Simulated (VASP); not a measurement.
Write the native input for VASP 6.6.1 that does the following.

```yaml
Task: single point
Functional: r2SCAN
Potentials_or_basis: VASP PAW PBE potentials, release 64 (Zn, Au)
Cutoff: 520 eV
k_mesh: 11 × 11 × 11
Occupations: fermi-dirac, width 0.1 eV
Spin: no spin polarisation
Dipole_correction: no
Further_INCAR_settings: ALGO = Normal; EDIFF = 1e-06; NBANDS = 18
```

The system is ZnAu.

```
Zn Au
1.0
     3.16884    0.00000    0.00000
     0.00000    3.16884    0.00000
     0.00000    0.00000    3.16884
Zn Au
1 1
Direct
  0.50000 0.50000 0.50000
  0.00000 0.00000 0.00000
```

The input as run:

POSCAR

```
ZnAu
1.0
    3.1688410300      0.0000000000      0.0000000000
    0.0000000000      3.1688410300      0.0000000000
    0.0000000000      0.0000000000      3.1688410300
Zn Au
1 1
Direct
    0.5000000000      0.5000000000      0.5000000000
    0.0000000000      0.0000000000      0.0000000000
```

INCAR.step1

```
SYSTEM = ZnAu
PREC = Accurate
ENCUT = 520
ISMEAR = -1
SIGMA = 0.1
LREAL = .False.
LASPH = .True.
NELM = 100
NBANDS = 18
GGA = PE
ALGO = Normal
EDIFF = 1E-4
LWAVE = .True.
LCHARG = .False.
```

INCAR.step2

```
SYSTEM = ZnAu
PREC = Accurate
ENCUT = 520
EDIFF = 1E-6
ISMEAR = -1
SIGMA = 0.1
LREAL = .False.
LASPH = .True.
NELM = 100
ALGO = Normal
ISIF = 2
LWAVE = .False.
LCHARG = .False.
METAGGA = R2SCAN
LMIXTAU = .True.
NBANDS = 18
ISTART = 1
```

KPOINTS

```
Automatic mesh
0
Gamma
  11 11 11
  0 0 0
```

Potentials or basis: VASP PAW PBE potentials, release 64 (Zn, Au).

Command:

```sh
$ cat potpaw_PBE.64/Zn/POTCAR potpaw_PBE.64/Au/POTCAR > POTCAR
$ cp INCAR.step1 INCAR
$ mpirun -np 1 vasp_std > vasp.out
$ cp INCAR.step2 INCAR
$ mpirun -np 1 vasp_std > vasp.out
```

Results of the run:

```yaml
Pressure: -2.2 GPa
Band_gap_on_the_k_mesh: zero (an odd number of electrons rules out a gap without spin polarisation)
```

Caveat: the PAW data sets were made with another functional, which shifts forces and pressure a little; spin-orbit coupling is left out, which moves the levels of the heavy elements.

Run time: 110 s on 1 thread of Intel Xeon 8259CL (shared host), peak memory 0.17 GiB.
